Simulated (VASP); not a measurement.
# CdSe (m.gw) (Imm2) in VASP: single point with PBE

Aim: the single point of CdSe (m.gw) with PBE.

All numbers are computed with VASP 6.6.1; they aren't measurements. Logs are shortened: lines on timing, memory, paths and dates and some standing lists are left out, and cuts for length are marked.

## (1) The cell of the first run

Symmetry: Imm2, No. 44, orthorhombic system. Conventional cell: a = 4.375 Å, b = 4.388 Å, c = 6.205 Å, α = 90.00°, β = 90.00°, γ = 90.00°. Within 3.5 Å of Cd (site symmetry mm2) lie 4 Se at 2.68 Å. Within 3.5 Å of Se (site symmetry mm2) lie 4 Cd at 2.68 Å.

## (2) Single point, PBE

File INCAR:

```
  PREC = Accurate
  ENCUT = 500
  EDIFF = 1E-6
  ISMEAR = 0
  SIGMA = 0.01
  LREAL = F
  LASPH = T
  NELM = 120
  ALGO = Normal
  ISIF = 2
  LWAVE = F
  LCHARG = F
  GGA = PE
  NBANDS = 26
  GGA_COMPAT = F
```

File KPOINTS:

```
Automatic mesh
0
Gamma
  4 2 4
```

File POSCAR:

```
CdSe
1.0
    4.3879116304      0.0000000000      0.0000000000
    0.0000000000      6.2054441381      0.0000000000
    0.0000000000      0.0000000000      4.3752591080
Cd Se
2 2
Direct
    0.0000000000     -0.0002967936      0.0000000000
    0.5000000000      0.4997032064      0.5000000000
    0.0000000000      0.2502967936      0.5000000000
    0.5000000000      0.7502967936      0.0000000000
```

Potentials or basis: VASP PAW PBE potentials, release 64 (Cd, Se).

Command:

```
cat potpaw_PBE.64/Cd/POTCAR potpaw_PBE.64/Se/POTCAR > POTCAR
mpirun -np 1 vasp_std > vasp.out
```

OUTCAR:

```text
PREC = Accurate
   ENCUT = 500
   EDIFF = 1E-6
   ISMEAR = 0
   LREAL = F
   LASPH = T
   NELM = 120
   ISIF = 2
   GGA = PE

 ion  position               nearest neighbor table
   1  0.000  1.000  0.000-   3 2.68   3 2.68   4 2.68   4 2.68
   2  0.500  0.500  0.500-   4 2.68   4 2.68   3 2.68   3 2.68
   3  0.000  0.250  0.500-   1 2.68   1 2.68   2 2.68   2 2.68
   4  0.500  0.750  0.000-   2 2.68   2 2.68   1 2.68   1 2.68

  LATTYP: Found a simple orthorhombic cell.
 ALAT       =     4.3752591080
 B/A-ratio  =     1.0028918339
 C/A-ratio  =     1.4183032330

  Lattice vectors:

 A1 = (   0.0000000000,   0.0000000000,   4.3752591080)
 A2 = (   4.3879116304,   0.0000000000,   0.0000000000)
 A3 = (   0.0000000000,   6.2054441381,   0.0000000000)

Analysis of symmetry for initial positions (statically):
=====================================================================
 Subroutine PRICEL returns following result:

  LATTYP: Found a body centered orthorhombic cell.
 ALAT       =     4.3752591080
 B/A-ratio  =     1.0028918339
 C/A-ratio  =     1.4183032330

  Lattice vectors:

 A1 = (  -2.1939558152,  -3.1027220691,  -2.1876295540)
 A2 = (   2.1939558152,  -3.1027220691,   2.1876295540)
 A3 = (  -2.1939558152,   3.1027220691,   2.1876295540)

   2 primitive cells build up your supercell.

 Routine SETGRP: Setting up the symmetry group for a
 simple orthorhombic supercell.

 Subroutine GETGRP returns: Found  4 space group operations
 (whereof  4 operations were pure point group operations)
 out of a pool of  8 trial point group operations.

The static configuration has the point symmetry C_2v.

Analysis of symmetry for dynamics (positions and initial velocities):
=====================================================================
 Subroutine PRICEL returns following result:

  LATTYP: Found a body centered orthorhombic cell.
 ALAT       =     4.3752591080
 B/A-ratio  =     1.0028918339
 C/A-ratio  =     1.4183032330

  Lattice vectors:

 A1 = (  -2.1939558152,  -3.1027220691,  -2.1876295540)
 A2 = (   2.1939558152,  -3.1027220691,   2.1876295540)
 A3 = (  -2.1939558152,   3.1027220691,   2.1876295540)

   2 primitive cells build up your supercell.

 Routine SETGRP: Setting up the symmetry group for a
 simple orthorhombic supercell.

 Subroutine GETGRP returns: Found  4 space group operations
 (whereof  4 operations were pure point group operations)
 out of a pool of  8 trial point group operations.

The dynamic configuration has the point symmetry C_2v.

 Subroutine INISYM returns: Found  4 space group operations
 (whereof  4 operations are pure point group operations),
 and found     2 'primitive' translations

----------------------------------------------------------------------------------------

                                     Primitive cell

  volume of cell :      59.5668

  direct lattice vectors                    reciprocal lattice vectors
    -2.193955815 -3.102722069 -2.187629554    -0.227898847 -0.161148820  0.000000000
     2.193955815 -3.102722069  2.187629554     0.000000000 -0.161148820  0.228557892
    -2.193955815  3.102722069  2.187629554    -0.227898847  0.000000000  0.228557892

  length of vectors
     4.384751923  4.384751923  4.384751923     0.279117944  0.279656311  0.322763992

  position of ions in fractional coordinates (direct lattice)
     0.000296794  0.000296794  0.000000000
     0.749703206  0.249703206  0.500000000

  ion indices of the primitive-cell ions
   primitive index   ion index
                 1           1
                 2           4

----------------------------------------------------------------------------------------

 KPOINTS: Automatic mesh

Automatic generation of k-mesh.
 Grid dimensions read from file:
 generate k-points for:    4    2    4

 Generating k-lattice:

  Cartesian coordinates                     Fractional coordinates (reciprocal lattice)
     0.056974712  0.000000000  0.000000000     0.250000000  0.000000000  0.000000000
     0.000000000  0.080574410  0.000000000     0.000000000  0.500000000  0.000000000
     0.000000000  0.000000000  0.057139473     0.000000000  0.000000000  0.250000000

  Length of vectors
     0.056974712  0.080574410  0.057139473

  Shift w.r.t. Gamma in fractional coordinates (k-lattice)
     0.000000000  0.000000000  0.000000000

 Subroutine IBZKPT returns following result:
 ===========================================

 Found     18 irreducible k-points:

 Following reciprocal coordinates:
            Coordinates               Weight
  0.000000  0.000000  0.000000      1.000000
  0.250000  0.000000  0.000000      2.000000
  0.500000  0.000000  0.000000      1.000000
  0.000000  0.500000  0.000000      1.000000
  0.250000  0.500000  0.000000      2.000000
  0.500000  0.500000  0.000000      1.000000
[... 10 lines left out ...]
  0.250000  0.500000  0.500000      2.000000
  0.500000  0.500000  0.500000      1.000000
   k-points           NKPTS =     18   k-points in BZ     NKDIM =     18   number of bands    NBANDS=     26
   number of dos      NEDOS =    301   number of ions     NIONS =      4
   total plane-waves  NPLWV =  49152
   dimension x,y,z NGX =    32 NGY =   48 NGZ =   32
   dimension x,y,z NGXF=    64 NGYF=   96 NGZF=   64
   ions per type =               2   2
   NGX,Y,Z   is equivalent  to a cutoff of  12.12, 12.86, 12.16 a.u.
   NGXF,Y,Z  is equivalent  to a cutoff of  24.25, 25.72, 24.32 a.u.
 SYSTEM =  unknown system
   PREC   = accura    normal or accurate (medium, high low for compatibility)
   ISTART =      0    job   : 0-new  1-cont  2-samecut
   ICHARG =      2    charge: 1-file 2-atom 10-const
   ISPIN  =      1    spin polarized calculation?
   LNONCOLLINEAR =      F non collinear calculations
   LSORBIT =      F    spin-orbit coupling
   LASPH  =      T    aspherical Exc in radial PAW
   ENCUT  =  500.0 eV  36.75 Ry    6.06 a.u.   8.00 11.31  7.98*2*pi/ulx,y,z
   NELM   =    120;   NELMIN=  2; NELMDL= -5     # of ELM steps
   EDIFF  = 0.1E-05   stopping-criterion for ELM
   LREAL  =      F    real-space projection
   EDIFFG = 0.1E-04   stopping-criterion for IOM
   NSW    =      0    number of steps for IOM
   IBRION =     -1    ionic relax: 0-MD 1-quasi-New 2-CG
   NFREE  =      0    steps in history (QN), initial steepest desc. (CG)
   ISIF   =      2    stress and relaxation
   ISYM   =      2    0-nonsym 1-usesym 2-fastsym
   POTIM  = 0.5000    time-step for ionic-motion
   TEBEG  =    0.0;   TEEND  =   0.0 temperature during run
   PSTRESS=    0.0 pullay stress
   NELECT =      36.0000    total number of electrons
   NUPDOWN=      -1.0000    fix difference up-down
   EMIN   =  10.00;   EMAX   =-10.00  energy-range for DOS
   EFERMI =   0.00;   METHOD = LEGACY
   ISMEAR =     0;   SIGMA  =   0.01  broadening in eV -4-tet -1-fermi 0-gaus
   EFERMI_NEDOS =   21; number of points for ismear=-14 and -15
   IALGO  =     38    algorithm
   IMIX   =      4    mixing-type and parameters
     AMIX     =   0.40;   BMIX     =  1.00
     AMIX_MAG =   1.60;   BMIX_MAG =  1.00
  volume/ion in A,a.u.               =      29.78       200.99
  Fermi-wavevector in a.u.,A,eV,Ry     =   1.098578  2.076011 16.420507  1.206873
  Thomas-Fermi vector in A             =   2.234958
   LORBIT       =      0    0 simple, 1 ext, 2 COOP (PROOUT), +10 PAW based schemes
   GGA     = PE    functional components
   LHFCALC =     F    Hartree Fock is set to
   AEXX    =    0.0000 exact exchange contribution
   IVDW    =     0    specifies the selected vdW correction
   LEPSILON=     F    determine dielectric tensor
   LRPA    =     F    only Hartree local field effects (RPA)
 non-spin polarized calculation
 Gauss-broadening in eV      SIGMA  =   0.01
  energy-cutoff  :      500.00
  volume of cell :      119.13
 maximum number of plane-waves:      3080
   NGX = 17   NGY = 23   NGZ = 15

 number of electron      35.9999984 magnetization

 Free energy of the ion-electron system (eV)
  ---------------------------------------------------
  ext. energy  EPLUGINS =         0.00000000
  ---------------------------------------------------
  free energy    TOTEN  =       -10.95763939 eV

  energy without entropy =      -10.95763939  energy(sigma->0) =      -10.95763939

 E-fermi :   0.5701     XC(G=0):  -8.6223

 val. band max:        0.5242756675   @ k =   0.0000   0.0000   0.0000
 cond. band min:       0.9990360485   @ k =   0.0000   0.0000   0.0000
 fundamental gap:      0.4747603810
 Fermi energy:         0.5700512066

 k-point     1 :       0.0000    0.0000    0.0000
  band No.  band energies     occupation
      1     -11.7696      2.00000
      2     -11.3432      2.00000
      3      -7.2576      2.00000
      4      -7.2566      2.00000
      5      -7.2566      2.00000
      6      -7.0864      2.00000
[... 18 lines left out ...]
     25       9.3616      0.00000
     26      10.0643      0.00000

 k-point     2 :       0.2500    0.0000    0.0000
  band No.  band energies     occupation
      1     -11.6538      2.00000
      2     -11.3526      2.00000
      3      -7.2258      2.00000
      4      -7.2098      2.00000
      5      -7.1422      2.00000
      6      -7.1171      2.00000
[... 18 lines left out ...]
     25       8.6297      0.00000
     26       8.9612      0.00000

 k-point     3 :       0.5000    0.0000    0.0000
  band No.  band energies     occupation
      1     -11.4487      2.00000
      2     -11.4487      2.00000
      3      -7.1537      2.00000
      4      -7.1537      2.00000
      5      -7.1514      2.00000
      6      -7.1514      2.00000
[... 398 lines left out ...]
 k-point    17 :       0.2500    0.5000    0.5000
  band No.  band energies     occupation
      1     -11.3941      2.00000
      2     -11.3941      2.00000
      3      -7.1459      2.00000
      4      -7.1459      2.00000
      5      -7.1255      2.00000
      6      -7.1255      2.00000
[... 18 lines left out ...]
     25       8.3710      0.00000
     26       8.3710      0.00000

 k-point    18 :       0.5000    0.5000    0.5000
  band No.  band energies     occupation
      1     -11.3433      2.00000
      2     -11.3433      2.00000
      3      -7.0971      2.00000
      4      -7.0971      2.00000
      5      -7.0942      2.00000
      6      -7.0942      2.00000
[... 18 lines left out ...]
     25       8.1040      0.00000
     26       8.1040      0.00000

------------------------ aborting loop because EDIFF is reached ----------------------------------------

  FORCE on cell =-STRESS in cart. coord.  units (eV):
  Direction    XX          YY          ZZ          XY          YZ          ZX
  --------------------------------------------------------------------------------------
  -------------------------------------------------------------------------------------
  Total        0.1545864      0.0453868      0.2429411      0.0000000      0.0000000      0.0000000
  in kB        2.0789661      0.6103880      3.2672094      0.0000000      0.0000000      0.0000000
  external PRESSURE =       1.9855212 kB  Pullay stress =       0.0000000 kB

 VOLUME and BASIS-vectors are now :
 -----------------------------------------------------------------------------
  energy-cutoff  :      500.00
  volume of cell :      119.13
      direct lattice vectors                 reciprocal lattice vectors
     4.387911630  0.000000000  0.000000000     0.227898847  0.000000000  0.000000000
     0.000000000  6.205444138  0.000000000     0.000000000  0.161148820  0.000000000
     0.000000000  0.000000000  4.375259108     0.000000000  0.000000000  0.228557892

 POSITION                                       TOTAL-FORCE (eV/Angst)
 -----------------------------------------------------------------------------------
      0.00000      6.20360      0.00000         0.000000      0.000759      0.000000
      2.19396      3.10088      2.18763        -0.000000      0.000759      0.000000
      0.00000      1.55320      2.18763         0.000000     -0.000759     -0.000000
      2.19396      4.65592      0.00000         0.000000     -0.000759     -0.000000
 -----------------------------------------------------------------------------------
    total drift:                                0.000000     -0.000345     -0.000000

  FREE ENERGIE OF THE ION-ELECTRON SYSTEM (eV)
  ---------------------------------------------------
  free  energy   TOTEN  =       -10.9576393878 eV

  energy  without entropy=      -10.9576393878  energy(sigma->0) =      -10.95763939
```

Run time: 93 s. Hardware: 1 thread of Intel Xeon 8259CL, shared host; peak memory 0.23 GiB.

What came out:

```yaml
Free_energy: -10.9576 eV
Pressure: 0.2 GPa
Band_gap_on_the_k_mesh: 0.47 eV
```

Stress tensor (GPa, compression positive):
```
0.21 0.00 0.00
0.00 0.06 0.00
0.00 0.00 0.33
```

Levels at points of the mesh, in eV from the valence-band top:
```
           k point  band 16  band 17  band 18  band 19  band 20  band 21
(0.00, 0.00, 0.00)    -0.01    -0.01     0.00     0.47     3.23     3.69
(0.50, 0.00, 0.00)    -1.88    -0.69    -0.69     3.60     3.60     5.86
(0.00, 0.50, 0.00)    -0.94    -0.92    -0.92     3.14     3.14     4.24
(0.50, 0.50, 0.00)    -0.68    -0.67    -0.67     2.31     2.31     6.41
(0.00, 0.00, 0.50)    -1.88    -0.71    -0.71     3.57     3.57     5.85
(0.50, 0.00, 0.50)    -1.68    -1.68    -1.68     3.22     3.22     3.67
(0.00, 0.50, 0.50)    -0.68    -0.68    -0.68     2.29     2.29     6.40
(0.50, 0.50, 0.50)    -2.04    -1.99    -1.99     4.77     4.77     5.20
```

Caveat: the k points lie up to 0.51 Å⁻¹ apart. Expect the measured gap to be larger: semilocal functionals such as PBE lack the derivative discontinuity.
